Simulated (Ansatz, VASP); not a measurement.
## Ni in VASP and in Ansatz

Contents of INCAR:

```
SYSTEM = Ni
ALGO = Normal
EDIFF = 1E-7
ENCUT = 520
GGA = RE
ISIF = 2
ISMEAR = -1
ISPIN = 2
LASPH = .TRUE.
LCHARG = .TRUE.
LELF = .TRUE.
LMAXMIX = 4
LORBIT = 11
LREAL = .FALSE.
LVHAR = .TRUE.
LWAVE = .FALSE.
MAGMOM = 0.685
NBANDS = 15
NELM = 150
PREC = Accurate
SIGMA = 0.1
```

Contents of KPOINTS:

```
k-points
0
G
  8 8 8
  0 0 0
```

The input POSCAR:

```
Ni
1.0
    0.0000000000      1.7718334122      1.7718334122
    1.7718334122      0.0000000000      1.7718334122
    1.7718334122      1.7718334122      0.0000000000
Ni
1
Direct
    0.0000000000      0.0000000000      0.0000000000
```

Input for Ansatz:

```yaml
crystal:
  lattice:
    - [0.0, 1.7718334122, 1.7718334122]
    - [1.7718334122, 0.0, 1.7718334122]
    - [1.7718334122, 1.7718334122, 0.0]
  atoms:
    - { symbol: Ni, position: [0.0, 0.0, 0.0], spin: 0.685 }
hamiltonian:
  xc: revpbe
  pseudopotentials:
    kind: paw
    azcp:
      Ni: "pseudopotentials/Ni.paw.azcp"
basis:
  ecutwfc: 420
  fft_grid_basis: typed
kpoints:
  mp_grid: { grid: [8, 8, 8], shift: [0, 0, 0] }
magnetization:
  spin_polarized: true
scf:
  occupations: { method: fermi_dirac, width: 0.1 }
```

Alike in both runs: task single point; functional revPBE; k mesh 8 × 8 × 8; occupations fermi-dirac, width 0.1 eV; collinear spin.

|  | VASP | Ansatz |
| --- | --- | --- |
| version | VASP 6.6.1 | Ansatz 0.2.0 |
| potentials or method | VASP PAW PBE potentials, release 64 (Ni), cutoff 520 eV | plane waves (420 eV) with PAW, scalar-relativistic |
| valence electrons in the cell | 10 | 18 |

|  | VASP | Ansatz | Ansatz less VASP |
| --- | --- | --- | --- |
| net moment per atom (μB) | 0.69 | 0.69 | +0.002 |
| size of the moment on the site where the two differ most (μB) | 0.71 | 0.74 | +0.030 |

VASP's potentials were made for PBE, not for revPBE. Site moments also hang on the region over which each program counts them. VASP's potentials hold 10 valence electrons a cell and Ansatz's 18, so a difference there can come from the potentials and not from the codes.

The k mesh is coarse, so the values compare programs but aren't converged.
